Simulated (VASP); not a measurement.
# Ti (Fd-3m) in VASP: a series of runs

Runs on Ti. Level: PBE. Tasks: single point.

Everything below comes from runs of VASP 6.6.1. Logs are shortened: lines on timing, memory, paths and dates and some standing lists are left out, and cuts for length are marked.

## 1. The cell of the first run

Symmetry: Fd-3m, No. 227, cubic system. The conventional cell has a = 5.700 Å, b = 5.700 Å, c = 5.700 Å, α = 90.00°, β = 90.00°, γ = 90.00°. Within 3.3 Å of Ti (site symmetry -43m) lie 4 Ti at 2.47 Å.

## 2. Single point, PBE

INCAR reads:

```
SYSTEM = Ti
PREC = Accurate
ENCUT = 520
EDIFF = 1E-6
ISMEAR = -1
SIGMA = 0.1
LREAL = .FALSE.
LASPH = .TRUE.
NELM = 80
ALGO = Normal
ISIF = 2
LWAVE = .FALSE.
LCHARG = .TRUE.
GGA = PE
LELF = .TRUE.
LVHAR = .TRUE.
NBANDS = 19
```

KPOINTS reads:

```
regular mesh
0
G
  5 5 5
  0 0 0
```

POSCAR reads:

```
Ti
1.0
    0.0000000000      2.8498512196      2.8498512196
    2.8498512196      0.0000000000      2.8498512196
    2.8498512196      2.8498512196      0.0000000000
Ti
2
Direct
    0.1250000000      0.1250000000      0.1250000000
    0.8750000000      0.8750000000      0.8750000000
```

Potentials or basis: VASP PAW PBE potentials, release 64 (Ti_sv).

Command:

```sh
$ cat potpaw_PBE.64/Ti_sv/POTCAR > POTCAR
$ mpirun -np 1 vasp_std > vasp.out
```

OUTCAR:

```text
SYSTEM = Ti
   PREC = Accurate
   ENCUT = 520
   EDIFF = 1E-6
   ISMEAR = -1
   LREAL = .FALSE.
   LASPH = .TRUE.
   NELM = 80
   ISIF = 2
   GGA = PE

 ion  position               nearest neighbor table
   1  0.125  0.125  0.125-   2 2.47   2 2.47   2 2.47   2 2.47
   2  0.875  0.875  0.875-   1 2.47   1 2.47   1 2.47   1 2.47

  LATTYP: Found a face centered cubic cell.
 ALAT       =     5.6997024392

  Lattice vectors:

 A1 = (   0.0000000000,   2.8498512196,   2.8498512196)
 A2 = (   2.8498512196,   0.0000000000,   2.8498512196)
 A3 = (   2.8498512196,   2.8498512196,   0.0000000000)

Analysis of symmetry for initial positions (statically):
=====================================================================
 Subroutine PRICEL returns:
 Original cell was already a primitive cell.

 Routine SETGRP: Setting up the symmetry group for a
 face centered cubic supercell.

 Subroutine GETGRP returns: Found 48 space group operations
 (whereof 12 operations were pure point group operations)
 out of a pool of 48 trial point group operations.

The static configuration has the point symmetry D_3d.
 The point group associated with its full space group is O_h .

Analysis of symmetry for dynamics (positions and initial velocities):
=====================================================================
 Subroutine PRICEL returns:
 Original cell was already a primitive cell.

 Routine SETGRP: Setting up the symmetry group for a
 face centered cubic supercell.

 Subroutine GETGRP returns: Found 48 space group operations
 (whereof 12 operations were pure point group operations)
 out of a pool of 48 trial point group operations.

The dynamic configuration has the point symmetry D_3d.
 The point group associated with its full space group is O_h .

 Subroutine INISYM returns: Found 48 space group operations
 (whereof 12 operations are pure point group operations),
 and found     1 'primitive' translations

----------------------------------------------------------------------------------------

                                     Primitive cell

  volume of cell :      46.2910

  direct lattice vectors                    reciprocal lattice vectors
     0.000000000  2.849851220  2.849851220    -0.175447756  0.175447756  0.175447756
     2.849851220  0.000000000  2.849851220     0.175447756 -0.175447756  0.175447756
     2.849851220  2.849851220  0.000000000     0.175447756  0.175447756 -0.175447756

  length of vectors
     4.030298246  4.030298246  4.030298246     0.303884427  0.303884427  0.303884427

  position of ions in fractional coordinates (direct lattice)
     0.125000000  0.125000000  0.125000000
     0.875000000  0.875000000  0.875000000

  ion indices of the primitive-cell ions
   primitive index   ion index
                 1           1
                 2           2

----------------------------------------------------------------------------------------

 KPOINTS: regular mesh

Automatic generation of k-mesh.
 Grid dimensions read from file:
 generate k-points for:    5    5    5

 Generating k-lattice:

  Cartesian coordinates                     Fractional coordinates (reciprocal lattice)
    -0.035089551  0.035089551  0.035089551     0.200000000  0.000000000  0.000000000
     0.035089551 -0.035089551  0.035089551     0.000000000  0.200000000  0.000000000
     0.035089551  0.035089551 -0.035089551     0.000000000  0.000000000  0.200000000

  Length of vectors
     0.060776885  0.060776885  0.060776885

  Shift w.r.t. Gamma in fractional coordinates (k-lattice)
     0.000000000  0.000000000  0.000000000

 Subroutine IBZKPT returns following result:
 ===========================================

 Found     10 irreducible k-points:

 Following reciprocal coordinates:
            Coordinates               Weight
  0.000000  0.000000  0.000000      1.000000
  0.200000  0.000000  0.000000      8.000000
  0.400000  0.000000  0.000000      8.000000
  0.200000  0.200000  0.000000      6.000000
  0.400000  0.200000  0.000000     24.000000
 -0.400000  0.200000  0.000000     24.000000
 -0.200000  0.200000  0.000000     12.000000
  0.400000  0.400000  0.000000      6.000000
 -0.400000  0.400000  0.000000     12.000000
 -0.400000  0.400000  0.200000     24.000000
   k-points           NKPTS =     10   k-points in BZ     NKDIM =     10   number of bands    NBANDS=     19
   number of dos      NEDOS =    301   number of ions     NIONS =      2
   total plane-waves  NPLWV =  27000
   dimension x,y,z NGX =    30 NGY =   30 NGZ =   30
   dimension x,y,z NGXF=    60 NGYF=   60 NGZF=   60
   ions per type =               2
   NGX,Y,Z   is equivalent  to a cutoff of  12.37, 12.37, 12.37 a.u.
   NGXF,Y,Z  is equivalent  to a cutoff of  24.75, 24.75, 24.75 a.u.
 SYSTEM =  Ti
   PREC   = accura    normal or accurate (medium, high low for compatibility)
   ISTART =      0    job   : 0-new  1-cont  2-samecut
   ICHARG =      2    charge: 1-file 2-atom 10-const
[... 57 lines left out ...]
 cond. band min:       5.2733236331   @ k =   0.4000   0.2000   0.0000
 fundamental gap:      0.0347165754
 Fermi energy:         5.2593293962

 k-point     1 :       0.0000    0.0000    0.0000
  band No.  band energies     occupation
      1     -51.4595      2.00000
      2     -50.9802      2.00000
      3     -27.9051      2.00000
      4     -27.9051      2.00000
      5     -27.9051      2.00000
      6     -27.1976      2.00000
[... 11 lines left out ...]
     18       9.0982      0.00000
     19       9.0982      0.00000

 k-point     2 :       0.2000    0.0000    0.0000
  band No.  band energies     occupation
      1     -51.4267      2.00000
      2     -51.0143      2.00000
      3     -27.9372      2.00000
      4     -27.9372      2.00000
      5     -27.9068      2.00000
      6     -27.2013      2.00000
[... 11 lines left out ...]
     18       9.0474      0.00000
     19       9.0474      0.00000

 k-point     3 :       0.4000    0.0000    0.0000
  band No.  band energies     occupation
      1     -51.3573      2.00000
      2     -51.0857      2.00000
      3     -27.9840      2.00000
      4     -27.9840      2.00000
      5     -27.9123      2.00000
      6     -27.2042      2.00000
[... 11 lines left out ...]
     18       8.7862      0.00000
     19       8.7862      0.00000

 k-point     4 :       0.2000    0.2000    0.0000
  band No.  band energies     occupation
      1     -51.4145      2.00000
      2     -51.0269      2.00000
      3     -27.9735      2.00000
      4     -27.9735      2.00000
      5     -27.8398      2.00000
      6     -27.2702      2.00000
[... 11 lines left out ...]
     18       8.6472      0.00000
     19       9.2477      0.00000

 k-point     5 :       0.4000    0.2000    0.0000
  band No.  band energies     occupation
      1     -51.3502      2.00000
      2     -51.0929      2.00000
      3     -28.0369      2.00000
      4     -28.0186      2.00000
      5     -27.7871      2.00000
      6     -27.3253      2.00000
[... 11 lines left out ...]
     18       8.3303      0.00000
     19       9.1601      0.00000

 k-point     6 :      -0.4000    0.2000    0.0000
  band No.  band energies     occupation
      1     -51.3142      2.00000
      2     -51.1295      2.00000
      3     -28.0726      2.00000
      4     -28.0137      2.00000
      5     -27.7811      2.00000
      6     -27.3288      2.00000
[... 11 lines left out ...]
     18       8.5111      0.00000
     19       8.9932      0.00000

 k-point     7 :      -0.2000    0.2000    0.0000
  band No.  band energies     occupation
      1     -51.3780      2.00000
      2     -51.0644      2.00000
      3     -28.0279      2.00000
      4     -27.9647      2.00000
      5     -27.8444      2.00000
      6     -27.2643      2.00000
[... 11 lines left out ...]
     18       8.4327      0.00000
     19       9.2420      0.00000

 k-point     8 :       0.4000    0.4000    0.0000
  band No.  band energies     occupation
      1     -51.2960      2.00000
      2     -51.1480      2.00000
      3     -28.0652      2.00000
      4     -28.0652      2.00000
      5     -27.6686      2.00000
      6     -27.4527      2.00000
[... 11 lines left out ...]
     18       8.2072      0.00000
     19       9.2527      0.00000

 k-point     9 :      -0.4000    0.4000    0.0000
  band No.  band energies     occupation
      1     -51.2451      2.00000
      2     -51.1993      2.00000
      3     -28.0947      2.00000
      4     -28.0625      2.00000
      5     -27.6200      2.00000
      6     -27.4958      2.00000
[... 11 lines left out ...]
     18       8.9979      0.00000
     19       9.0681      0.00000

 k-point    10 :      -0.4000    0.4000    0.2000
  band No.  band energies     occupation
      1     -51.2819      2.00000
      2     -51.1622      2.00000
      3     -28.0868      2.00000
      4     -28.0535      2.00000
      5     -27.6733      2.00000
      6     -27.4375      2.00000
[... 11 lines left out ...]
     18       8.5020      0.00000
     19       9.1884      0.00000

------------------------ aborting loop because EDIFF is reached ----------------------------------------

  FORCE on cell =-STRESS in cart. coord.  units (eV):
  Direction    XX          YY          ZZ          XY          YZ          ZX
  --------------------------------------------------------------------------------------
  -------------------------------------------------------------------------------------
  Total        0.0678832      0.0678832      0.0678832     -0.0000000     -0.0000000      0.0000000
  in kB        2.3495047      2.3495047      2.3495047     -0.0000000     -0.0000000      0.0000000
  external PRESSURE =       2.3495047 kB  Pullay stress =       0.0000000 kB

 VOLUME and BASIS-vectors are now :
 -----------------------------------------------------------------------------
  energy-cutoff  :      520.00
  volume of cell :       46.29
      direct lattice vectors                 reciprocal lattice vectors
     0.000000000  2.849851220  2.849851220    -0.175447756  0.175447756  0.175447756
     2.849851220  0.000000000  2.849851220     0.175447756 -0.175447756  0.175447756
     2.849851220  2.849851220  0.000000000     0.175447756  0.175447756 -0.175447756

 POSITION                                       TOTAL-FORCE (eV/Angst)
 -----------------------------------------------------------------------------------
      0.71246      0.71246      0.71246         0.000000     -0.000000      0.000000
      4.98724      4.98724      4.98724        -0.000000      0.000000     -0.000000
 -----------------------------------------------------------------------------------
    total drift:                               -0.000000      0.000000      0.000000

  FREE ENERGIE OF THE ION-ELECTRON SYSTEM (eV)
  ---------------------------------------------------
  free  energy   TOTEN  =       -11.0823277333 eV

  energy  without entropy=      -10.8611661831  energy(sigma->0) =      -10.97174696
```

Wall time 19 s (1 thread of AMD EPYC 7R13, shared host); peak memory 0.13 GiB.

What came out:

- Free energy: -11.0823 eV
- Pressure: 0.2 GPa
- Band gap on the k mesh: zero (band 12 reaches 5.28 eV, above the bottom of band 13 at 5.12 eV)

Caveat: the k points lie up to 0.38 Å⁻¹ apart.

## 3. Single point, PBE, collinear spin, ferromagnetic start (volume scaled by 0.88)

INCAR reads:

```
PREC     = Accurate       # precision mode
ENCUT    = 520            # plane-wave cutoff, eV
EDIFF    = 1E-7           # SCF threshold, eV
ISMEAR   = -1             # smearing method
SIGMA    = 0.05           # smearing width, eV
LREAL    = False          # projectors in reciprocal space
LASPH    = True           # aspherical terms in the spheres
NELM     = 150            # most SCF steps
ALGO     = Normal         # electronic algorithm
ISIF     = 2              # what is computed and relaxed
LWAVE    = False          # write WAVECAR
LCHARG   = False          # write CHGCAR
ISPIN    = 2              # spin polarisation
MAGMOM   = 1.645 1.645    # initial moments
LORBIT   = 11             # projections on sites
LMAXMIX  = 4              # l up to which the mixer works
GGA      = PE             # functional
NBANDS   = 23             # bands
```

KPOINTS reads:

```
Automatic mesh
0
Gamma
  10 10 10
```

POSCAR reads:

```
Ti
1.0
    0.0000000000      2.8897615861      2.8897615861
    2.8897615861      0.0000000000      2.8897615861
    2.8897615861      2.8897615861      0.0000000000
Ti
2
Direct
    0.1250000000      0.1250000000      0.1250000000
    0.8750000000      0.8750000000      0.8750000000
```

Potentials or basis: VASP PAW PBE potentials, release 64 (Ti_sv).

Command:

```sh
$ cat potpaw_PBE.64/Ti_sv/POTCAR > POTCAR
$ mpirun -np 1 vasp_std > vasp.out
```

Run time: 71 s. Hardware: 1 thread of Intel Xeon Platinum 8559C (Emerald Rapids), shared host; peak memory 0.22 GiB.

The run converged. Its results:

- Free energy: -11.3281 eV
- Pressure: 3.5 GPa
- Net moment: 4.10 μB per cell
- Site moments: Ti +1.65 μB
- Valence electrons inside the program's atomic spheres: Ti 10.42

Levels at points of the mesh, in eV from the Fermi level:
Spin up:
```
           k point  band 12  band 13  band 14  band 15  band 16  band 17
(0.00, 0.00, 0.00)    -0.86    -0.86    -0.86     1.05     1.05     1.05
(0.50, 0.00, 0.00)    -0.99    -0.81    -0.81    -0.39     1.87     1.87
(0.50, 0.50, 0.00)    -0.72    -0.67    -0.67     1.03     1.03     2.90
```
Spin down:
```csv
k point,band 8,band 9,band 10,band 11,band 12,band 13
"(0.00, 0.00, 0.00)",-31.61,-4.20,0.28,0.28,0.96,0.96
"(0.50, 0.00, 0.00)",-31.53,-1.10,-0.95,0.24,0.24,1.01
"(0.50, 0.50, 0.00)",-31.45,-1.09,-1.09,1.07,1.07,1.15
```

## 4. Single point, PBE, collinear spin, ferromagnetic start (volume scaled by 0.92)

INCAR reads:

```
PREC = Accurate ; ENCUT = 520
EDIFF = 1E-6 ; ISMEAR = -1
SIGMA = 0.05 ; LREAL = F
LASPH = T ; NELM = 150
ALGO = Normal ; ISIF = 2
LWAVE = F ; LCHARG = T
ISPIN = 2 ; MAGMOM = 1.645 1.645
LORBIT = 11 ; LMAXMIX = 4
GGA = PE ; LELF = T
LVHAR = T ; NBANDS = 23
```

KPOINTS is that of step 3.

POSCAR reads:

```
Ti
1.0
    0.0000000000      2.9328987158      2.9328987158
    2.9328987158      0.0000000000      2.9328987158
    2.9328987158      2.9328987158      0.0000000000
Ti
2
Direct
    0.1250000000      0.1250000000      0.1250000000
    0.8750000000      0.8750000000      0.8750000000
```

Command:

```sh
$ cat potpaw_PBE.64/Ti_sv/POTCAR > POTCAR
$ mpirun -np 1 vasp_std > vasp.out
```

Wall time 53 s (1 thread of Intel Xeon Platinum 8559C (Emerald Rapids), shared host); peak memory 0.24 GiB.

Results (log left out):

- Free energy: -11.3673 eV
- Pressure: 2.2 GPa
- Net moment: 4.27 μB per cell
- Site moments: Ti +1.69 μB
- Valence electrons inside the program's atomic spheres: Ti 10.38

Levels at points of the mesh, in eV from the Fermi level:
Spin up:
| k point | band 11 | band 12 | band 13 | band 14 | band 15 | band 16 | band 17 | band 18 |
| --- | --- | --- | --- | --- | --- | --- | --- | --- |
| (0.00, 0.00, 0.00) | -0.95 | -0.85 | -0.85 | -0.85 | 1.00 | 1.00 | 1.00 | 3.10 |
| (0.50, 0.00, 0.00) | -0.92 | -0.92 | -0.79 | -0.79 | -0.45 | 1.77 | 1.77 | 2.58 |
| (0.50, 0.50, 0.00) | -0.77 | -0.77 | -0.70 | -0.70 | 0.99 | 0.99 | 2.76 | 2.76 |
Spin down:
| k point | band 8 | band 9 | band 10 | band 11 | band 12 | band 13 |
| --- | --- | --- | --- | --- | --- | --- |
| (0.00, 0.00, 0.00) | -31.63 | -4.06 | 0.40 | 0.40 | 1.02 | 1.02 |
| (0.50, 0.00, 0.00) | -31.56 | -1.07 | -0.84 | 0.35 | 0.35 | 1.09 |
| (0.50, 0.50, 0.00) | -31.50 | -0.93 | -0.93 | 1.02 | 1.02 | 1.21 |

## 5. Single point, PBE, collinear spin, ferromagnetic start (volume scaled by 0.96)

INCAR reads:

```
SYSTEM = Ti
PREC     = Accurate       ! precision mode
ENCUT    = 520            ! plane-wave cutoff, eV
EDIFF    = 1E-6           ! SCF threshold, eV
ISMEAR   = -1             ! smearing method
SIGMA    = 0.05           ! smearing width, eV
LREAL    = .False.        ! projectors in reciprocal space
LASPH    = .True.         ! aspherical terms in the spheres
NELM     = 150            ! most SCF steps
ALGO     = Normal         ! electronic algorithm
ISIF     = 2              ! what is computed and relaxed
LWAVE    = .False.        ! write WAVECAR
LCHARG   = .False.        ! write CHGCAR
ISPIN    = 2              ! spin polarisation
MAGMOM   = 1.645 1.645    ! initial moments
LORBIT   = 11             ! projections on sites
LMAXMIX  = 4              ! l up to which the mixer works
GGA      = PE             ! functional
NBANDS   = 23             ! bands
```

KPOINTS reads:

```
regular mesh
0
Gamma
  10 10 10
  0 0 0
```

POSCAR reads:

```
Ti
1.0
    0.0000000000      2.9748029303      2.9748029303
    2.9748029303      0.0000000000      2.9748029303
    2.9748029303      2.9748029303      0.0000000000
Ti
2
Direct
    0.1250000000      0.1250000000      0.1250000000
    0.8750000000      0.8750000000      0.8750000000
```

Command:

```sh
$ cat potpaw_PBE.64/Ti_sv/POTCAR > POTCAR
$ mpirun -np 1 vasp_std > vasp.out
```

Run time: 49 s. Hardware: 1 thread of Intel Xeon Platinum 8559C (Emerald Rapids), shared host; peak memory 0.24 GiB.

Results (log left out):

- Free energy: -11.3892 eV
- Pressure: 1.0 GPa
- Net moment: 4.42 μB per cell
- Site moments: Ti +1.73 μB
- Valence electrons inside the program's atomic spheres: Ti 10.35

Levels at points of the mesh, in eV from the Fermi level:
Spin up:
```tsv
k point	band 10	band 11	band 12	band 13	band 14	band 15	band 16	band 17	band 18	band 19
(0.00, 0.00, 0.00)	-0.88	-0.88	-0.83	-0.83	-0.83	0.95	0.95	0.95	2.94	2.94
(0.50, 0.00, 0.00)	-1.41	-0.86	-0.86	-0.76	-0.76	-0.50	1.68	1.68	2.46	2.46
(0.50, 0.50, 0.00)	-1.79	-0.85	-0.85	-0.67	-0.67	0.96	0.96	2.62	2.62	3.37
```
Spin down:
```csv
k point,band 8,band 9,band 10,band 11,band 12,band 13
"(0.00, 0.00, 0.00)",-31.66,-3.93,0.50,0.50,1.07,1.07
"(0.50, 0.00, 0.00)",-31.60,-1.04,-0.74,0.46,0.46,1.14
"(0.50, 0.50, 0.00)",-31.54,-0.79,-0.79,0.98,0.98,1.27
```

## 6. Overview

| spin | cell | k mesh | smearing | gap on the mesh (eV) | pressure (GPa) | moment (μB) |
| --- | --- | --- | --- | --- | --- | --- |
| off | a = 4.030 Å, angles 60.0°, 2 atoms | 5 × 5 × 5 | fermi-dirac 0.1 eV | none | 0.2 | - |
| collinear, ferromagnetic start | a = 4.087 Å, angles 60.0°, 2 atoms | 10 × 10 × 10 | fermi-dirac 0.05 eV | none | 3.5 | 4.10 |
| collinear, ferromagnetic start | a = 4.148 Å, angles 60.0°, 2 atoms | 10 × 10 × 10 | fermi-dirac 0.05 eV | none | 2.2 | 4.27 |
| collinear, ferromagnetic start | a = 4.207 Å, angles 60.0°, 2 atoms | 10 × 10 × 10 | fermi-dirac 0.05 eV | none | 1.0 | 4.42 |

Alike in all rows: task single point; level PBE; potentials or basis VASP PAW PBE potentials, release 64 (Ti_sv); cutoff (eV) 520.

Caveats: some runs use coarse meshes.

Total energies depend on the potentials used, so only differences within one code and one set of settings carry meaning.
